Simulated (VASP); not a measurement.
# As in VASP: notebook

As is run at these levels: PBE+D3(BJ); tasks: single point.

All numbers are computed with VASP 6.6.1; they aren't measurements. Logs are shortened: lines on timing, memory, paths and dates and some standing lists are left out, and cuts for length are marked.

## Step 1: The cell of the first run

The cell holds a slab with vacuum, 2 atoms: a = 3.406 Å, b = 3.406 Å, c = 28.574 Å, α = 90.00°, β = 90.00°, γ = 120.00°.

## Step 2: Single point, PBE+D3(BJ)

The input, INCAR:

```
SYSTEM = As
PREC = Accurate
ENCUT = 520
EDIFF = 1E-6
ISMEAR = 0
SIGMA = 0.02
LREAL = .FALSE.
LASPH = .TRUE.
NELM = 80
ALGO = Normal
ISIF = 2
LWAVE = .FALSE.
LCHARG = .FALSE.
LDIPOL = .TRUE.
IDIPOL = 3
DIPOL = 0.5 0.5 0.500
GGA = PE
IVDW = 12
NBANDS = 12
```

The input, KPOINTS:

```
regular mesh
0
G
  9 9 1
  0 0 0
```

The input, POSCAR:

```
As
1.0
    3.4060000000      0.0000000000      0.0000000000
   -1.7030000000      2.9496825253      0.0000000000
    0.0000000000      0.0000000000     28.5742413766
As
2
Direct
    0.3333333333      0.6666666667      0.5000000000
    0.6666666667      0.3333333333      0.5000000000
```

Potentials or basis: VASP PAW PBE potentials, release 64 (As).

Run with:

```
cat potpaw_PBE.64/As/POTCAR > POTCAR
mpirun -np 1 vasp_std > vasp.out
```

OUTCAR:

```text
SYSTEM = As
   PREC = Accurate
   ENCUT = 520
   EDIFF = 1E-6
   ISMEAR = 0
   LREAL = .FALSE.
   LASPH = .TRUE.
   NELM = 80
   ISIF = 2
   GGA = PE
   IVDW = 12
 IVDW          = 12

 ion  position               nearest neighbor table
   1  0.333  0.667  0.500-   2 1.97   2 1.97   2 1.97
   2  0.667  0.333  0.500-   1 1.97   1 1.97   1 1.97

  LATTYP: Found a hexagonal cell.
 ALAT       =     3.4060000000
 C/A-ratio  =     8.3893838452

  Lattice vectors:

 A1 = (   3.4060000000,   0.0000000000,   0.0000000000)
 A2 = (  -1.7030000000,   2.9496825253,   0.0000000000)
 A3 = (   0.0000000000,   0.0000000000,  28.5742413766)

Analysis of symmetry for initial positions (statically):
=====================================================================
 Subroutine PRICEL returns:
 Original cell was already a primitive cell.

 Routine SETGRP: Setting up the symmetry group for a
 hexagonal supercell.

 Subroutine GETGRP returns: Found 24 space group operations
 (whereof 24 operations were pure point group operations)
 out of a pool of 24 trial point group operations.

The static configuration has the point symmetry D_6h.

Analysis of symmetry for dynamics (positions and initial velocities):
=====================================================================
 Subroutine PRICEL returns:
 Original cell was already a primitive cell.

 Routine SETGRP: Setting up the symmetry group for a
 hexagonal supercell.

 Subroutine GETGRP returns: Found 24 space group operations
 (whereof 24 operations were pure point group operations)
 out of a pool of 24 trial point group operations.

The dynamic configuration has the point symmetry D_6h.

 Subroutine INISYM returns: Found 24 space group operations
 (whereof 24 operations are pure point group operations),
 and found     1 'primitive' translations

----------------------------------------------------------------------------------------

                                     Primitive cell

  volume of cell :     287.0745

  direct lattice vectors                    reciprocal lattice vectors
     3.406000000  0.000000000  0.000000000     0.293599530  0.169509768  0.000000000
    -1.703000000  2.949682525  0.000000000     0.000000000  0.339019536  0.000000000
     0.000000000  0.000000000 28.574241377     0.000000000  0.000000000  0.034996555

  length of vectors
     3.406000000  3.406000000 28.574241377     0.339019536  0.339019536  0.034996555

  position of ions in fractional coordinates (direct lattice)
     0.333333333  0.666666667  0.500000000
     0.666666667  0.333333333  0.500000000

  ion indices of the primitive-cell ions
   primitive index   ion index
                 1           1
                 2           2

----------------------------------------------------------------------------------------

 KPOINTS: regular mesh

Automatic generation of k-mesh.
 Grid dimensions read from file:
 generate k-points for:    9    9    1

 Generating k-lattice:

  Cartesian coordinates                     Fractional coordinates (reciprocal lattice)
     0.032622170  0.018834419  0.000000000     0.111111111  0.000000000  0.000000000
     0.000000000  0.037668837  0.000000000     0.000000000  0.111111111  0.000000000
     0.000000000  0.000000000  0.034996555     0.000000000  0.000000000  1.000000000

  Length of vectors
     0.037668837  0.037668837  0.034996555

  Shift w.r.t. Gamma in fractional coordinates (k-lattice)
     0.000000000  0.000000000  0.000000000

 Subroutine IBZKPT returns following result:
 ===========================================

 Found     12 irreducible k-points:

 Following reciprocal coordinates:
            Coordinates               Weight
  0.000000  0.000000  0.000000      1.000000
  0.111111 -0.000000  0.000000      6.000000
  0.222222  0.000000  0.000000      6.000000
  0.333333 -0.000000  0.000000      6.000000
  0.444444  0.000000  0.000000      6.000000
  0.111111  0.111111  0.000000      6.000000
  0.222222  0.111111  0.000000     12.000000
  0.333333  0.111111  0.000000     12.000000
  0.444444  0.111111  0.000000      6.000000
  0.222222  0.222222  0.000000      6.000000
  0.333333  0.222222  0.000000     12.000000
  0.333333  0.333333  0.000000      2.000000
   k-points           NKPTS =     12   k-points in BZ     NKDIM =     12   number of bands    NBANDS=     12
   number of dos      NEDOS =    301   number of ions     NIONS =      2
   total plane-waves  NPLWV = 169344
   dimension x,y,z NGX =    28 NGY =   28 NGZ =  216
   dimension x,y,z NGXF=    56 NGYF=   56 NGZF=  432
   ions per type =               2
   NGX,Y,Z   is equivalent  to a cutoff of  13.67, 13.67, 12.57 a.u.
   NGXF,Y,Z  is equivalent  to a cutoff of  27.33, 27.33, 25.13 a.u.
 SYSTEM =  As
   PREC   = accura    normal or accurate (medium, high low for compatibility)
   ISTART =      0    job   : 0-new  1-cont  2-samecut
   ICHARG =      2    charge: 1-file 2-atom 10-const
   ISPIN  =      1    spin polarized calculation?
   LNONCOLLINEAR =      F non collinear calculations
   LSORBIT =      F    spin-orbit coupling
   LASPH  =      T    aspherical Exc in radial PAW
   ENCUT  =  520.0 eV  38.22 Ry    6.18 a.u.   6.33  6.33 53.13*2*pi/ulx,y,z
   NELM   =     80;   NELMIN=  2; NELMDL= -5     # of ELM steps
   EDIFF  = 0.1E-05   stopping-criterion for ELM
   LREAL  =      F    real-space projection
   EDIFFG = 0.1E-04   stopping-criterion for IOM
   NSW    =      0    number of steps for IOM
   IBRION =     -1    ionic relax: 0-MD 1-quasi-New 2-CG
   NFREE  =      0    steps in history (QN), initial steepest desc. (CG)
   ISIF   =      2    stress and relaxation
   ISYM   =      2    0-nonsym 1-usesym 2-fastsym
   POTIM  = 0.5000    time-step for ionic-motion
   TEBEG  =    0.0;   TEEND  =   0.0 temperature during run
   PSTRESS=    0.0 pullay stress
   NELECT =      10.0000    total number of electrons
   NUPDOWN=      -1.0000    fix difference up-down
   EMIN   =  10.00;   EMAX   =-10.00  energy-range for DOS
   EFERMI =   0.00;   METHOD = LEGACY
   ISMEAR =     0;   SIGMA  =   0.02  broadening in eV -4-tet -1-fermi 0-gaus
   EFERMI_NEDOS =   21; number of points for ismear=-14 and -15
   IALGO  =     38    algorithm
   IMIX   =      4    mixing-type and parameters
     AMIX     =   0.40;   BMIX     =  1.00
     AMIX_MAG =   1.60;   BMIX_MAG =  1.00
  volume/ion in A,a.u.               =     143.54       968.64
  Fermi-wavevector in a.u.,A,eV,Ry     =   0.534659  1.010358  3.889360  0.285860
  Thomas-Fermi vector in A             =   1.559165
   LORBIT       =      0    0 simple, 1 ext, 2 COOP (PROOUT), +10 PAW based schemes
   GGA     = PE    functional components
   LHFCALC =     F    Hartree Fock is set to
   AEXX    =    0.0000 exact exchange contribution
   IVDW    =    12    specifies the selected vdW correction
   LEPSILON=     F    determine dielectric tensor
   LRPA    =     F    only Hartree local field effects (RPA)
 non-spin polarized calculation
 Gauss-broadening in eV      SIGMA  =   0.02
  energy-cutoff  :      520.00
  volume of cell :      287.07
 maximum number of plane-waves:      7763
 NGX is ok and might be reduce to    28
   NGX = 13   NGY = 13   NGZ =107

 dipolmoment           0.000000      0.000000      0.000000 electrons x Angstroem

 number of electron      10.0000000 magnetization

 dipolmoment           0.000000      0.000000     -0.000000 electrons x Angstroem

 Free energy of the ion-electron system (eV)
  ---------------------------------------------------
  ext. energy  EPLUGINS =         0.00000000
  ---------------------------------------------------
  free energy    TOTEN  =        -1.48614623 eV

  energy without entropy =       -1.48614623  energy(sigma->0) =       -1.48614623

 E-fermi :  -2.0238     XC(G=0):  -1.6673

 val. band max:       -2.1335241066   @ k =   0.3333   0.1111   0.0000
 cond. band min:      -1.8849797331   @ k =   0.1111  -0.0000   0.0000
 fundamental gap:      0.2485443735
 Fermi energy:        -2.0238332526

 k-point     1 :       0.0000    0.0000    0.0000
  band No.  band energies     occupation
      1     -21.1445      2.00000
      2      -9.2263      2.00000
      3      -7.1580      2.00000
      4      -7.1580      2.00000
      5      -2.5825      2.00000
      6      -0.6975      0.00000
      7      -0.6975      0.00000
      8      -0.3796      0.00000
      9       1.0658      0.00000
     10       1.4054      0.00000
     11       1.7794      0.00000
     12       1.9289      0.00000

 k-point     2 :       0.1111   -0.0000    0.0000
  band No.  band energies     occupation
      1     -20.9480      2.00000
      2      -9.0220      2.00000
      3      -8.6571      2.00000
      4      -7.5742      2.00000
      5      -1.8850      0.00000
      6      -0.2929      0.00000
      7      -0.1632      0.00000
      8       0.1110      0.00000
      9       1.2749      0.00000
     10       1.6187      0.00000
     11       1.9913      0.00000
     12       2.1412      0.00000

 k-point     3 :       0.2222    0.0000    0.0000
  band No.  band energies     occupation
      1     -20.3640      2.00000
      2     -11.1604      2.00000
      3      -8.4198      2.00000
      4      -8.3888      2.00000
      5      -2.4864      2.00000
      6       0.4448      0.00000
      7       0.6996      0.00000
      8       1.9086      0.00000
      9       2.0982      0.00000
     10       2.2580      0.00000
     11       2.2585      0.00000
     12       2.7779      0.00000

 k-point     4 :       0.3333   -0.0000    0.0000
  band No.  band energies     occupation
      1     -19.4217      2.00000
      2     -13.5461      2.00000
      3      -9.0942      2.00000
      4      -7.4667      2.00000
      5      -3.1545      2.00000
      6      -1.5096      0.00000
      7       1.4656      0.00000
      8       2.9377      0.00000
      9       3.3246      0.00000
     10       3.6810      0.00000
     11       3.8372      0.00000
     12       4.6303      0.00000

 k-point     5 :       0.4444    0.0000    0.0000
  band No.  band energies     occupation
      1     -18.3046      2.00000
      2     -15.4153      2.00000
      3      -9.4811      2.00000
      4      -6.3893      2.00000
      5      -3.5160      2.00000
      6      -3.2517      2.00000
      7       2.8544      0.00000
      8       4.2657      0.00000
      9       4.6005      0.00000
     10       4.8205      0.00000
     11       5.0650      0.00000
     12       5.3261      0.00000

 k-point     6 :       0.1111    0.1111    0.0000
  band No.  band energies     occupation
      1     -20.5575      2.00000
      2     -10.3655      2.00000
      3      -8.6183      2.00000
      4      -8.4282      2.00000
      5      -1.0237      0.00000
      6      -0.6885      0.00000
      7       0.2419      0.00000
      8       1.3762      0.00000
      9       1.6895      0.00000
     10       2.0452      0.00000
     11       2.4137      0.00000
     12       2.5657      0.00000

 k-point     7 :       0.2222    0.1111    0.0000
  band No.  band energies     occupation
      1     -19.7895      2.00000
      2     -12.5385      2.00000
      3      -9.4576      2.00000
      4      -7.8341      2.00000
      5      -1.6144      0.00000
      6      -0.6271      0.00000
      7       1.0571      0.00000
      8       1.3958      0.00000
      9       2.4921      0.00000
     10       2.8982      0.00000
     11       3.2443      0.00000
     12       3.4140      0.00000

 k-point     8 :       0.3333    0.1111    0.0000
  band No.  band energies     occupation
      1     -18.7091      2.00000
      2     -14.6041      2.00000
      3     -10.1243      2.00000
      4      -6.7599      2.00000
      5      -2.5542      2.00000
      6      -2.1335      2.00000
      7       2.2677      0.00000
      8       3.2472      0.00000
      9       4.0485      0.00000
     10       4.1045      0.00000
     11       4.1780      0.00000
     12       4.6119      0.00000

 k-point     9 :       0.4444    0.1111    0.0000
  band No.  band energies     occupation
      1     -17.8716      2.00000
      2     -15.7884      2.00000
      3     -10.3501      2.00000
      4      -5.9789      2.00000
      5      -3.6372      2.00000
      6      -2.3136      2.00000
      7       3.1781      0.00000
      8       3.5856      0.00000
      9       4.0715      0.00000
     10       5.4809      0.00000
     11       5.7358      0.00000
     12       5.8758      0.00000

 k-point    10 :       0.2222    0.2222    0.0000
  band No.  band energies     occupation
      1     -18.8612      2.00000
      2     -14.0640      2.00000
      3     -10.7984      2.00000
      4      -6.9005      2.00000
      5      -2.1384      2.00000
      6       0.7240      0.00000
      7       0.7664      0.00000
      8       2.0673      0.00000
      9       2.5395      0.00000
     10       3.8067      0.00000
     11       3.9640      0.00000
     12       4.3851      0.00000

 k-point    11 :       0.3333    0.2222    0.0000
  band No.  band energies     occupation
      1     -17.7183      2.00000
      2     -15.5708      2.00000
      3     -11.5212      2.00000
      4      -5.7839      2.00000
      5      -3.5857      2.00000
      6       0.3961      0.00000
      7       1.8458      0.00000
      8       3.3564      0.00000
      9       3.5711      0.00000
     10       5.1909      0.00000
     11       5.4522      0.00000
     12       5.8511      0.00000

 k-point    12 :       0.3333    0.3333    0.0000
  band No.  band energies     occupation
      1     -16.6034      2.00000
      2     -16.6034      2.00000
      3     -12.1173      2.00000
      4      -4.6722      2.00000
      5      -4.6722      2.00000
      6       1.2616      0.00000
      7       3.2324      0.00000
      8       3.2324      0.00000
      9       3.5831      0.00000
     10       5.3601      0.00000
     11       5.3601      0.00000
     12       6.2131      0.00000

------------------------ aborting loop because EDIFF is reached ----------------------------------------

 vacuum level on the upper side and lower side of the slab       (xc-potential included)        -0.007        -0.007

 Edisp (eV)   -0.48941

 E8    (eV) :    -0.2220

  FORCE on cell =-STRESS in cart. coord.  units (eV):
  Direction    XX          YY          ZZ          XY          YZ          ZX
  --------------------------------------------------------------------------------------
  -------------------------------------------------------------------------------------
  Total      32.51157    32.51157    -0.00371     0.00000     0.00000    -0.00000
  in kB     181.44871   181.44871    -0.02069     0.00000     0.00000    -0.00000
  external pressure =      120.96 kB  Pullay stress =        0.00 kB

 VOLUME and BASIS-vectors are now :
 -----------------------------------------------------------------------------
  energy-cutoff  :      520.00
  volume of cell :      287.07
      direct lattice vectors                 reciprocal lattice vectors
     3.406000000  0.000000000  0.000000000     0.293599530  0.169509768  0.000000000
    -1.703000000  2.949682525  0.000000000     0.000000000  0.339019536  0.000000000
     0.000000000  0.000000000 28.574241377     0.000000000  0.000000000  0.034996555

 POSITION                                       TOTAL-FORCE (eV/Angst)
 -----------------------------------------------------------------------------------
     -0.00000      1.96646     14.28712         0.000000     -0.000000      0.000000
      1.70300      0.98323     14.28712        -0.000000      0.000000      0.000000
 -----------------------------------------------------------------------------------
    total drift:                               -0.000000     -0.000000     -0.000000

  FREE ENERGIE OF THE ION-ELECTRON SYSTEM (eV)
  ---------------------------------------------------
  free  energy   TOTEN  =        -1.9755517741 eV

  energy  without entropy=       -1.9755517741  energy(sigma->0) =       -1.97555177

 vacuum level on the upper side and lower side of the slab         1.376         1.376
```

Wall time 2.3 min (1 thread of Intel Xeon Platinum 8259CL at 2.50GHz (Skylake/Cascade Lake), shared host); peak memory 0.41 GiB.

Results:

- Free energy: -1.9756 eV
- Band gap on the k mesh: zero (band 5 reaches -1.02 eV, above the bottom of band 6 at -3.25 eV)
- Dispersion energy per atom: -0.245 eV

Levels at points of the mesh, in eV from the Fermi level:
| k point | band 3 | band 4 | band 5 | band 6 | band 7 | band 8 |
| --- | --- | --- | --- | --- | --- | --- |
| (0.00, 0.00, 0.00) | -5.13 | -5.13 | -0.56 | 1.33 | 1.33 | 1.64 |

(Continued in part 2 of 2.)
